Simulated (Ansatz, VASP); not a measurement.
# One calculation of Mo, two programs

INCAR

```
SYSTEM = Mo
  ALGO = Fast
  EDIFF = 1E-7
  ENCUT = 520
  GGA = PS
  ISIF = 2
  ISMEAR = 0
  LASPH = .TRUE.
  LCHARG = .FALSE.
  LREAL = .FALSE.
  LWAVE = .FALSE.
  NBANDS = 13
  NELM = 80
  PREC = Accurate
  SIGMA = 0.15
```

File KPOINTS:

```
k-points
0
G
  20 20 20
  0 0 0
```

File POSCAR:

```
Mo
1.0
    0.0000000000      2.1762000000      2.0150000000
    2.1762000000      0.0000000000      2.0150000000
    2.1762000000      2.1762000000      0.0000000000
Mo
1
Direct
    0.0000000000      0.0000000000      0.0000000000
```

Input for Ansatz:

```yaml
crystal:
  lattice:
    - [0.0, 2.1762, 2.015]
    - [2.1762, 0.0, 2.015]
    - [2.1762, 2.1762, 0.0]
  atoms:
    - { symbol: Mo, position: [0.0, 0.0, 0.0] }
basis:
  ecutwfc: 420
kpoints:
  mp_grid: { grid: [20, 20, 20] }
hamiltonian:
  xc: pbesol
scf:
  occupations: { method: gaussian, width: 0.15 }
output:
  forces: true
  stress: true
  eigenvalues: true
```

Change from the starting cell: strain +0.080 along x and y, +0.000 along z, atoms carried along.

Alike in both runs: task single point; functional PBEsol; k mesh 20 × 20 × 20; occupations gaussian, width 0.15 eV; no spin polarisation.

|  | VASP | Ansatz |
| --- | --- | --- |
| version | VASP 6.6.1 | Ansatz 0.2.0 |
| potentials or method | VASP PAW PBE potentials, release 64 (Mo_sv), cutoff 520 eV | scalar-relativistic, plane waves, PAW |
| valence electrons in the cell | 14 | 14 |

```tsv
	VASP	Ansatz	Ansatz less VASP
gap on the k mesh at the Fermi level (eV)	none	none	-
pressure (GPa)	-34.6	-34.8	-0.18
traceless stress, the component that is largest in VASP (GPa)	-7.84	-7.84	-0.004
```

VASP's potentials were made for PBE, not for PBEsol. A gap of «none» marks a metal or a gap that the smearing closes. Both programs put the cell under strong tension, so it lies far from rest at this level. The functional is the same, so the differences come from potentials, cutoffs and numerics.

Noted on VASP's run: the cell as given lies far from equilibrium.
